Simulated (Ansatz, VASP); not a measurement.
# GaBiO4: VASP beside Ansatz

File INCAR:

```
PREC = Accurate
ENCUT = 520
EDIFF = 1E-7
ISMEAR = 0
SIGMA = 0.1
LREAL = False
LASPH = True
NELM = 100
ALGO = Normal
ISIF = 2
LWAVE = False
LCHARG = False
GGA = PE
NBANDS = 35
```

The input KPOINTS:

```
regular mesh
0
Gamma
  6 6 4
```

File POSCAR:

```
GaBiO4
1.0
    3.6629314100      0.0000000000      0.0000000000
    0.0000000000      3.6629314100      0.0000000000
    0.0000000000      0.0000000000      5.1801256400
Ga Bi O
1 1 4
Direct
    0.0000000000      0.0000000000      0.0000000000
    0.5000000000      0.5000000000      0.5000000000
    0.5000000000      0.0000000000      0.7265759700
    0.0000000000      0.5000000000      0.2734240300
    0.5000000000      0.0000000000      0.2734240300
    0.0000000000      0.5000000000      0.7265759700
```

Input for Ansatz:

```yaml
crystal:
  lattice:
    - [3.66293141, 0.0, 0.0]
    - [0.0, 3.66293141, 0.0]
    - [0.0, 0.0, 5.18012564]
  atoms:
    - { symbol: Ga, position: [0.0, 0.0, 0.0] }
    - { symbol: Bi, position: [0.5, 0.5, 0.5] }
    - { symbol: O, position: [0.5, 0.0, 0.72657597] }
    - { symbol: O, position: [0.0, 0.5, 0.27342403] }
    - { symbol: O, position: [0.5, 0.0, 0.27342403] }
    - { symbol: O, position: [0.0, 0.5, 0.72657597] }
basis:
  ecutwfc: 420
kpoints:
  mp_grid: { grid: [6, 6, 4] }
hamiltonian:
  xc: pbe
scf:
  occupations: { method: gaussian, width: 0.1 }
  lower_state_search: "off"
output:
  forces: true
  stress: true
  eigenvalues: true
```

Change from the starting cell: species swapped into the NbVH4 type (P4/mmm, No. 123).

Alike in both runs: task single point; functional PBE; k mesh 6 × 6 × 4; occupations gaussian, width 0.1 eV; no spin polarisation.

|  | VASP | Ansatz |
| --- | --- | --- |
| version | VASP 6.6.1 | Ansatz 0.2.0 |
| potentials or method | VASP PAW PBE potentials, release 64 (Ga_d, Bi_d, O), cutoff 520 eV | scalar-relativistic, plane waves, PAW |
| valence electrons in the cell | 52 | 52 |

Ansatz gave:

* gap on the k mesh at the Fermi level (eV): none
* pressure (GPa): 4.7
* traceless stress, the component that is largest in VASP (GPa): 2.93
* rms of the force components (eV/Å): 1.517

Question: Estimate VASP's values.

Answer: gap on the k mesh at the Fermi level (eV): none; pressure (GPa): 5.3; traceless stress, the component that is largest in VASP (GPa): 2.87; rms of the force components (eV/Å): 1.529.

Atom by atom the forces differ by 0.012 eV/Å (rms over components). A gap of «none» marks a metal or a gap that the smearing closes.

Neither program's run includes spin-orbit coupling.
